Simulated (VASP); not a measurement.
Set up this calculation in VASP 6.6.1, as the native input.

```yaml
Task: electric field gradients
Functional: PBE
Potentials_or_basis: VASP PAW PBE potentials, release 64 (Ga_d, Sb)
Cutoff: 520 eV
k_mesh: 9 × 9 × 9
Occupations: fermi-dirac, width 0.05 eV
Spin: no spin polarisation
Dipole_correction: no
Further_INCAR_settings: ALGO = Normal; EDIFF = 1e-08; NBANDS = 16
```

The structure of GaSb lies in POSCAR:

```
GaSb
1.0
    0.0000000000      3.0900566339      2.9978200000
    3.0900566339      0.0000000000      2.9978200000
    3.0900566339      3.0900566339      0.0000000000
Ga Sb
1 1
Direct
    0.0000000000      0.0000000000      0.0000000000
    0.7500000000      0.7500000000      0.7500000000
```

This cell differs from its parent crystal: z stretched by -2 % at fixed volume.

The input as run:

INCAR

```
PREC = Accurate
ENCUT = 520
EDIFF = 1E-8
ISMEAR = -1
SIGMA = 0.05
LREAL = False
LASPH = True
NELM = 60
ALGO = Normal
ISIF = 2
LWAVE = False
LCHARG = False
GGA = PE
LEFG = True
NBANDS = 16
```

KPOINTS

```
Automatic mesh
0
Gamma
  9 9 9
```

Potentials or basis: VASP PAW PBE potentials, release 64 (Ga_d, Sb).

Launch:

```sh
$ cat potpaw_PBE.64/Ga_d/POTCAR potpaw_PBE.64/Sb/POTCAR > POTCAR
$ mpirun -np 1 vasp_std > vasp.out
```

Results of the run:

```
Pressure                                : 2.4 GPa
Band gap on the k mesh                  : 0.08 eV
Largest electric field gradient by atom : Ga +3.7; Sb -5.8 V/Å²
```

Caveat: without QUAD_EFG the Cq values of the log hold for a quadrupole moment of 1 mb, not for the nuclei; spin-orbit coupling is left out, which moves the levels of the heavy elements; an odd mesh through Γ misses points on the zone boundary, where band edges can lie.

Wall time 82 s on 1 thread of AMD EPYC 7R43 64-Core Processor (Zen 3), on a shared host, peak memory 0.19 GiB.
